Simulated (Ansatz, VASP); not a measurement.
**Two plane-wave programs on SnTe**

```
Sn Te
1.0
     0.00000    3.15650    3.15650
     3.15650    0.00000    3.15650
     3.15650    3.15650    0.00000
Sn Te
1 1
Cartesian
  0.0000 0.0000 0.0000
  3.2287 3.2287 3.2287
```

Change from the starting cell: all Te atoms moved +0.125 Å, as atom 2 along Cartesian [1 1 1].

Alike in both runs: task single point; functional PBEsol; k mesh 10 × 10 × 10; occupations gaussian, width 0.03 eV; no spin polarisation.

|  | VASP | Ansatz |
| --- | --- | --- |
| version | VASP 6.6.1 | Ansatz 0.2.0 |
| potentials or method | VASP PAW PBE potentials, release 64 (Sn_d, Te), cutoff 520 eV | scalar-relativistic, plane waves, PAW |
| valence electrons in the cell | 20 | 30 |

VASP gave:

- gap on the k mesh at the Fermi level (eV): 0.19
- least direct gap on the mesh (eV): 0.19
- pressure (GPa): -0.4
- traceless stress, the component that is largest in VASP (GPa): 0.06
- rms of the force components (eV/Å): 0.024

Question: Estimate Ansatz's values.

Answer: gap on the k mesh at the Fermi level (eV): 0.19; least direct gap on the mesh (eV): 0.19; pressure (GPa): -0.3; traceless stress, the component that is largest in VASP (GPa): 0.06; rms of the force components (eV/Å): 0.021.

VASP's potentials were made for PBE, not for PBEsol. Atom by atom the forces differ by 0.003 eV/Å (rms over components). VASP's potentials hold 20 valence electrons a cell and Ansatz's 30, so a difference there can come from the potentials and not from the codes.

Spin-orbit coupling is off throughout.
